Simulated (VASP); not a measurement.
Li, 1 atom in the cell. The structure is cubic, space group Fm-3m (No. 225). The conventional cell has a = 4.404 Å, b = 4.404 Å, c = 4.404 Å, α = 90.00°, β = 90.00°, γ = 90.00°. Within 4.1 Å of Li (site symmetry m-3m) lie 12 Li at 3.11 Å. 

| Property | Result |
| --- | --- |
| Program | VASP 6.6.1 |
| Task | single point |
| Functional | LDA |
| Potentials or basis | VASP PAW LDA potentials, release 64 (Li_sv) |
| Cutoff | 520 eV |
| k mesh | 18 × 18 × 18 |
| Occupations | gaussian, width 0.15 eV |
| Spin | no spin polarisation |
| Dipole correction | no |
| Further INCAR settings | ALGO = Fast; EDIFF = 1e-07; NBANDS = 8 |

Potentials or basis: VASP PAW LDA potentials, release 64 (Li_sv).

Run with:

```console
$ cat potpaw_LDA.64/Li_sv/POTCAR > POTCAR
$ mpirun -np 1 vasp_std > vasp.out
```

Hardware: 1 thread of Intel(R) Xeon(R) 6975P-C (Granite Rapids), on a shared host.

Q: How long does it take, and how much memory?

A: Run time: 13 s on 1 thread of Intel(R) Xeon(R) 6975P-C (Granite Rapids), with other jobs on the host, peak memory 0.13 GiB. Counts: scf iterations 16, k points 195.
